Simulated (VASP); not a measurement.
Runs of VASP 6.6.1 on BaS. The structure is that of space group Fm-3m (No. 225), or close to it. The cells are those of the table. 

```csv
level,cell,smearing,gap on the mesh (eV),pressure (GPa)
r2SCAN,"a = 4.542, b = 4.512, c = 4.512 Å, angles 60.4, 59.8, 59.8°, 2 atoms",gaussian 0.01 eV,2.43,1.3
PBE,"a = 4.490, b = 4.490, c = 4.438 Å, angles 60.4, 60.4, 59.2°, 2 atoms",fermi-dirac 0.02 eV,(a),3.0
r2SCAN,"a = 4.658 Å, angles 60.0°, 2 atoms",gaussian 0.01 eV,2.59,-2.4
PBE,"a = 4.658 Å, angles 60.0°, 2 atoms",fermi-dirac 0.02 eV,2.24,-2.2
PBE,"a = 4.542, b = 4.512, c = 4.512 Å, angles 60.4, 59.8, 59.8°, 2 atoms",fermi-dirac 0.02 eV,(b),1.3
r2SCAN,"a = 4.490, b = 4.490, c = 4.438 Å, angles 60.4, 60.4, 59.2°, 2 atoms",gaussian 0.01 eV,2.37,3.1
```

Alike in all rows: task single point; potentials or basis VASP PAW PBE potentials, release 64 (Ba_sv, S); no spin polarisation; k mesh 8 × 8 × 8; cutoff (eV) 520.

Q: Estimate the missing entries.

A: (a) 2.02; (b) 2.08.

Caveats: spin-orbit coupling is left out, which moves the levels of the heavy elements; the PAW data sets were made with another functional, which shifts forces and pressure a little (at least some runs); the cell stands under pressure (at least some runs).

A k mesh can miss the band edges, and the runs leave out spin-orbit coupling on Ba.
